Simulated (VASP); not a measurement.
Set up this calculation in VASP 6.6.1, as the native input.

```
Task                   : single point
Functional             : PBE
Potentials or basis    : VASP PAW PBE potentials, release 64 (B, P)
Cutoff                 : 500 eV
k mesh                 : 8 × 8 × 8
Occupations            : gaussian, width 0.01 eV
Spin                   : no spin polarisation
Dipole correction      : no
Further INCAR settings : ALGO = Normal; EDIFF = 1e-06; NBANDS = 11
```

The structure of BP lies in POSCAR:

```
BP
1.0
    0.0000000000      2.3422435820      2.3422435820
    2.3422435820      0.0000000000      2.3422435820
    2.3422435820      2.3422435820      0.0000000000
B P
1 1
Direct
    0.0000000000      0.0000000000      0.0000000000
    0.2500000000      0.2500000000      0.2500000000
```

These files were run (other wordings do the same):

INCAR

```
SYSTEM = BP
PREC = Accurate ; ENCUT = 500
EDIFF = 1E-6 ; ISMEAR = 0
SIGMA = 0.01 ; LREAL = .False.
LASPH = .True. ; NELM = 120
ALGO = Normal ; ISIF = 2
LWAVE = .False. ; LCHARG = .False.
GGA = PE ; NBANDS = 11
GGA_COMPAT = .False.
```

KPOINTS

```
regular mesh
0
Gamma
  8 8 8
  0 0 0
```

Potentials or basis: VASP PAW PBE potentials, release 64 (B, P).

Run with:

```bash
$ cat potpaw_PBE.64/B/POTCAR potpaw_PBE.64/P/POTCAR > POTCAR
$ mpirun -np 1 vasp_std > vasp.out
```

Results of the run:

```yaml
Pressure: -12.2 GPa
Band_gap_on_the_k_mesh: 1.38 eV, indirect (least direct gap 3.28 eV)
```

Run time: 4.5 s on 1 thread of Intel(R) Xeon(R) Platinum 8375C CPU @ 2.90GHz (Ice Lake) (shared host), peak memory 0.13 GiB.
